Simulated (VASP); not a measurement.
# F (P1) in VASP: single point with PBE

Aim: the single point of F with PBE.

Program: VASP 6.6.1. These are calculated values, not measurements. Logs are shortened: lines on timing, memory, paths and dates and some standing lists are left out, and cuts for length are marked.

### Step 1. The cell of the first run

The typed cell holds 4 atoms: a = 3.202 Å, b = 3.202 Å, c = 7.284 Å, α = 100.43°, β = 100.43°, γ = 61.62°.

### Step 2. Single point, PBE (atoms moved at random)

Contents of INCAR:

```
SYSTEM = F
PREC     = Accurate       ! precision mode
ENCUT    = 520            ! plane-wave cutoff, eV
EDIFF    = 1E-6           ! SCF threshold, eV
ISMEAR   = -1             ! smearing method
SIGMA    = 0.05           ! smearing width, eV
LREAL    = .FALSE.        ! projectors in reciprocal space
LASPH    = .TRUE.         ! aspherical terms in the spheres
NELM     = 100            ! most SCF steps
ALGO     = Normal         ! electronic algorithm
ISIF     = 2              ! what is computed and relaxed
LWAVE    = .FALSE.        ! write WAVECAR
LCHARG   = .FALSE.        ! write CHGCAR
GGA      = PE             ! functional
NBANDS   = 22             ! bands
```

Contents of KPOINTS:

```
regular mesh
0
G
  9 9 4
  0 0 0
```

Contents of POSCAR:

```
F
1.0
    2.7500000000     -1.6400000000      0.0000000000
    2.7500000000      1.6400000000      0.0000000000
   -1.5360119809      0.0000000000      7.1200165312
F
4
Direct
    0.4963640000      0.5016290000      0.4037700000
    0.5091390000      0.5102200000      0.6027780000
    0.9505170000      0.9468200000      0.9015300000
    0.0609910000      0.0378390000      0.0937020000
```

Potentials or basis: VASP PAW PBE potentials, release 64 (F).

Command:

```console
cat potpaw_PBE.64/F/POTCAR > POTCAR
mpirun -np 1 vasp_std > vasp.out
```

OUTCAR:

```text
SYSTEM = F
   PREC = Accurate
   ENCUT = 520
   EDIFF = 1E-6
   ISMEAR = -1
   LREAL = .FALSE.
   LASPH = .TRUE.
   NELM = 100
   ISIF = 2
   GGA = PE

 ion  position               nearest neighbor table
   1  0.496  0.502  0.404-   2 1.44
   2  0.509  0.510  0.603-   1 1.44
   3  0.951  0.947  0.902-   4 1.39
   4  0.061  0.038  0.094-   3 1.39

  LATTYP: Found a base centered monoclinic cell.
 ALAT       =     5.5000000000
 B/A-ratio  =     0.5963636364
 C/A-ratio  =     1.3243300906
 COS(beta)  =    -0.2108801330

  Lattice vectors:

 A1 = (   2.7500000000,  -1.6400000000,   0.0000000000)
 A2 = (   2.7500000000,   1.6400000000,   0.0000000000)
 A3 = (  -1.5360119809,   0.0000000000,   7.1200165312)

Analysis of symmetry for initial positions (statically):
=====================================================================
 Subroutine PRICEL returns:
 Original cell was already a primitive cell.

 Routine SETGRP: Setting up the symmetry group for a
 base centered monoclinic supercell.

 Subroutine GETGRP returns: Found  1 space group operations
 (whereof  1 operations were pure point group operations)
 out of a pool of  4 trial point group operations.

The static configuration has the point symmetry C_1 .

Analysis of symmetry for dynamics (positions and initial velocities):
=====================================================================
 Subroutine PRICEL returns:
 Original cell was already a primitive cell.

 Routine SETGRP: Setting up the symmetry group for a
 base centered monoclinic supercell.

 Subroutine GETGRP returns: Found  1 space group operations
 (whereof  1 operations were pure point group operations)
 out of a pool of  4 trial point group operations.

The dynamic configuration has the point symmetry C_1 .

 Subroutine INISYM returns: Found  1 space group operations
 (whereof  1 operations are pure point group operations),
 and found     1 'primitive' translations

----------------------------------------------------------------------------------------

                                     Primitive cell

  volume of cell :      64.2225

  direct lattice vectors                    reciprocal lattice vectors
     2.750000000 -1.640000000  0.000000000     0.181818182 -0.304878049  0.039223913
     2.750000000  1.640000000  0.000000000     0.181818182  0.304878049  0.039223913
    -1.536011981  0.000000000  7.120016531     0.000000000  0.000000000  0.140449112

  length of vectors
     3.201890067  3.201890067  7.283815498     0.357137216  0.357137216  0.140449112

  position of ions in fractional coordinates (direct lattice)
     0.496364000  0.501629000  0.403770000
     0.509139000  0.510220000  0.602778000
     0.950517000  0.946820000  0.901530000
     0.060991000  0.037839000  0.093702000

  ion indices of the primitive-cell ions
   primitive index   ion index
                 1           1
                 2           2
                 3           3
                 4           4

----------------------------------------------------------------------------------------

 KPOINTS: regular mesh

Automatic generation of k-mesh.
 Grid dimensions read from file:
 generate k-points for:    9    9    4

 Generating k-lattice:

  Cartesian coordinates                     Fractional coordinates (reciprocal lattice)
     0.020202020 -0.033875339  0.004358213     0.111111111 -0.000000000  0.000000000
     0.020202020  0.033875339  0.004358213    -0.000000000  0.111111111  0.000000000
     0.000000000  0.000000000  0.035112278     0.000000000  0.000000000  0.250000000

  Length of vectors
     0.039681913  0.039681913  0.035112278

  Shift w.r.t. Gamma in fractional coordinates (k-lattice)
     0.000000000  0.000000000  0.000000000

 Subroutine IBZKPT returns following result:
 ===========================================

 Found    163 irreducible k-points:

 Following reciprocal coordinates:
            Coordinates               Weight
  0.000000  0.000000  0.000000      1.000000
  0.111111  0.000000  0.000000      2.000000
  0.000000 -0.111111 -0.000000      2.000000
  0.222222 -0.000000  0.000000      2.000000
  0.000000 -0.222222  0.000000      2.000000
  0.333333 -0.000000 -0.000000      2.000000
[... 16 lines left out ...]
 -0.111111  0.111111  0.000000      2.000000
  0.222222  0.222222  0.000000      2.000000
 [... further k-points ...]
   k-points           NKPTS =    163   k-points in BZ     NKDIM =    163   number of bands    NBANDS=     22
   number of dos      NEDOS =    301   number of ions     NIONS =      4
   total plane-waves  NPLWV =  31104
   dimension x,y,z NGX =    24 NGY =   24 NGZ =   54
   dimension x,y,z NGXF=    48 NGYF=   48 NGZF=  108
   ions per type =               4
   NGX,Y,Z   is equivalent  to a cutoff of  12.46, 12.46, 12.32 a.u.
   NGXF,Y,Z  is equivalent  to a cutoff of  24.92, 24.92, 24.65 a.u.
 SYSTEM =  F
   PREC   = accura    normal or accurate (medium, high low for compatibility)
   ISTART =      0    job   : 0-new  1-cont  2-samecut
   ICHARG =      2    charge: 1-file 2-atom 10-const
   ISPIN  =      1    spin polarized calculation?
   LNONCOLLINEAR =      F non collinear calculations
   LSORBIT =      F    spin-orbit coupling
   LASPH  =      T    aspherical Exc in radial PAW
   ENCUT  =  520.0 eV  38.22 Ry    6.18 a.u.   5.95  5.95 13.54*2*pi/ulx,y,z
   NELM   =    100;   NELMIN=  2; NELMDL= -5     # of ELM steps
   EDIFF  = 0.1E-05   stopping-criterion for ELM
   LREAL  =      F    real-space projection
   EDIFFG = 0.1E-04   stopping-criterion for IOM
   NSW    =      0    number of steps for IOM
   IBRION =     -1    ionic relax: 0-MD 1-quasi-New 2-CG
   NFREE  =      0    steps in history (QN), initial steepest desc. (CG)
   ISIF   =      2    stress and relaxation
   ISYM   =      2    0-nonsym 1-usesym 2-fastsym
   POTIM  = 0.5000    time-step for ionic-motion
   TEBEG  =    0.0;   TEEND  =   0.0 temperature during run
   PSTRESS=    0.0 pullay stress
   NELECT =      28.0000    total number of electrons
   NUPDOWN=      -1.0000    fix difference up-down
   EMIN   =  10.00;   EMAX   =-10.00  energy-range for DOS
   EFERMI =   0.00;   METHOD = LEGACY
   ISMEAR =    -1;   SIGMA  =   0.05  broadening in eV -4-tet -1-fermi 0-gaus
   EFERMI_NEDOS =   21; number of points for ismear=-14 and -15
   IALGO  =     38    algorithm
   IMIX   =      4    mixing-type and parameters
     AMIX     =   0.40;   BMIX     =  1.00
     AMIX_MAG =   1.60;   BMIX_MAG =  1.00
  volume/ion in A,a.u.               =      16.06       108.35
  Fermi-wavevector in a.u.,A,eV,Ry     =   1.241362  2.345833 20.966289  1.540979
  Thomas-Fermi vector in A             =   2.375763
   LORBIT       =      0    0 simple, 1 ext, 2 COOP (PROOUT), +10 PAW based schemes
   GGA     = PE    functional components
   LHFCALC =     F    Hartree Fock is set to
   AEXX    =    0.0000 exact exchange contribution
   IVDW    =     0    specifies the selected vdW correction
   LEPSILON=     F    determine dielectric tensor
   LRPA    =     F    only Hartree local field effects (RPA)
 non-spin polarized calculation
  energy-cutoff  :      520.00
  volume of cell :       64.22
 maximum number of plane-waves:      1747
   NGX = 11   NGY = 11   NGZ = 27

 number of electron      27.9999988 magnetization

 Free energy of the ion-electron system (eV)
  ---------------------------------------------------
  ext. energy  EPLUGINS =         0.00000000
  ---------------------------------------------------
  free energy    TOTEN  =        -7.26598307 eV

  energy without entropy =       -7.26598307  energy(sigma->0) =       -7.26598307

 E-fermi :  -3.8782     XC(G=0):  -7.6093

 val. band max:       -5.0976800213   @ k =   0.0000   0.0000   0.0000
 cond. band min:      -2.5798979212   @ k =   0.0000   0.0000   0.0000
 fundamental gap:      2.5177821001
 Fermi energy:        -3.8781854435

 k-point     1 :       0.0000    0.0000    0.0000
  band No.  band energies     occupation
      1     -30.4088      2.00000
      2     -29.7117      2.00000
      3     -23.9443      2.00000
      4     -23.5660      2.00000
      5     -11.8595      2.00000
      6     -10.9723      2.00000
[... 14 lines left out ...]
     21      13.7645      0.00000
     22      16.5806      0.00000

 k-point     2 :       0.1111    0.0000    0.0000
  band No.  band energies     occupation
      1     -30.3989      2.00000
      2     -29.7022      2.00000
      3     -23.9278      2.00000
      4     -23.5658      2.00000
      5     -11.8318      2.00000
      6     -10.9902      2.00000
[... 14 lines left out ...]
     21      14.1231      0.00000
     22      15.1173      0.00000

 k-point     3 :       0.0000   -0.1111   -0.0000
  band No.  band energies     occupation
      1     -30.3990      2.00000
      2     -29.7022      2.00000
      3     -23.9278      2.00000
      4     -23.5656      2.00000
      5     -11.8319      2.00000
      6     -10.9901      2.00000
[... 14 lines left out ...]
     21      14.1156      0.00000
     22      15.1001      0.00000

 k-point     4 :       0.2222   -0.0000    0.0000
  band No.  band energies     occupation
      1     -30.3738      2.00000
      2     -29.6780      2.00000
      3     -23.8836      2.00000
      4     -23.5676      2.00000
      5     -11.7539      2.00000
      6     -11.0440      2.00000
[... 14 lines left out ...]
     21      13.5038      0.00000
     22      14.2051      0.00000

 k-point     5 :       0.0000   -0.2222    0.0000
  band No.  band energies     occupation
      1     -30.3741      2.00000
      2     -29.6779      2.00000
      3     -23.8838      2.00000
      4     -23.5668      2.00000
      5     -11.7543      2.00000
      6     -11.0437      2.00000
[... 417 lines left out ...]
 k-point    22 :      -0.1111    0.2222   -0.0000
  band No.  band energies     occupation
      1     -30.3561      2.00000
      2     -29.6603      2.00000
      3     -23.8501      2.00000
      4     -23.5687      2.00000
      5     -11.6897      2.00000
      6     -11.0905      2.00000
[... 14 lines left out ...]
     21      13.1458      0.00000
     22      14.1964      0.00000

 k-point    23 :      -0.1111    0.1111    0.0000
  band No.  band energies     occupation
      1     -30.3826      2.00000
      2     -29.6862      2.00000
      3     -23.8987      2.00000
      4     -23.5660      2.00000
      5     -11.7820      2.00000
      6     -11.0237      2.00000
[... 14 lines left out ...]
     21      13.9304      0.00000
     22      14.0086      0.00000

 k-point    24 :       0.2222    0.2222    0.0000
  band No.  band energies     occupation
      1     -30.3693      2.00000
      2     -29.6729      2.00000
      3     -23.8829      2.00000
      4     -23.5647      2.00000
      5     -11.7514      2.00000
      6     -11.0375      2.00000
[... 14 lines left out ...]
     21      13.5030      0.00000
     22      13.7367      0.00000

 [... further k-points ...]

------------------------ aborting loop because EDIFF is reached ----------------------------------------

  FORCE on cell =-STRESS in cart. coord.  units (eV):
  Direction    XX          YY          ZZ          XY          YZ          ZX
  --------------------------------------------------------------------------------------
  -------------------------------------------------------------------------------------
  Total        0.1599445      0.0811835      1.2522571     -0.0067233     -0.0353178      0.3944355
  in kB        3.9901783      2.0253063     31.2403977     -0.1677285     -0.8810822      9.8400887
  external PRESSURE =      12.4186274 kB  Pullay stress =       0.0000000 kB

 VOLUME and BASIS-vectors are now :
 -----------------------------------------------------------------------------
  energy-cutoff  :      520.00
  volume of cell :       64.22
      direct lattice vectors                 reciprocal lattice vectors
     2.750000000 -1.640000000  0.000000000     0.181818182 -0.304878049  0.039223913
     2.750000000  1.640000000  0.000000000     0.181818182  0.304878049  0.039223913
    -1.536011981  0.000000000  7.120016531     0.000000000  0.000000000  0.140449112

 POSITION                                       TOTAL-FORCE (eV/Angst)
 -----------------------------------------------------------------------------------
      2.12429      0.00863      2.87485        -0.063321     -0.006396      0.339389
      1.87736      0.00177      4.29179         0.063200      0.004387     -0.360764
      3.83292     -0.00606      6.41891        -0.245394      0.025607     -1.231648
      0.12786     -0.03797      0.66716         0.245514     -0.023599      1.253023
 -----------------------------------------------------------------------------------
    total drift:                               -0.000635     -0.000534      0.000613

  FREE ENERGIE OF THE ION-ELECTRON SYSTEM (eV)
  ---------------------------------------------------
  free  energy   TOTEN  =        -7.2659830736 eV

  energy  without entropy=       -7.2659830736  energy(sigma->0) =       -7.26598307
```

Run time: 52 s. Hardware: 1 thread of Intel Xeon 6975P-C (Granite Rapids), shared host; peak memory 0.27 GiB.

What came out:

- Free energy: -7.2660 eV
- Pressure: 1.2 GPa
- Largest force: 1.277 eV/Å
- Band gap on the k mesh: 2.52 eV

Forces in eV/Å, atoms in the order of the input:
```
F   -0.063 -0.006  0.339
F    0.063  0.004 -0.361
F   -0.245  0.026 -1.232
F    0.246 -0.024  1.253
```

Levels at points of the mesh, in eV from the valence-band top:
```
           k point  band 12  band 13  band 14  band 15  band 16  band 17
(0.00, 0.00, 0.00)    -0.20    -0.07     0.00     2.52     3.79     9.05
(0.00, 0.00, 0.50)    -0.16    -0.10    -0.08     2.83     3.46     9.78
```

Caveat: the cell differs from its parent crystal (atoms moved at random); an odd mesh through Γ misses points on the zone boundary, where band edges can lie; forces of over 1 eV/Å act on the atoms, so gaps and moduli don't describe the material at rest.
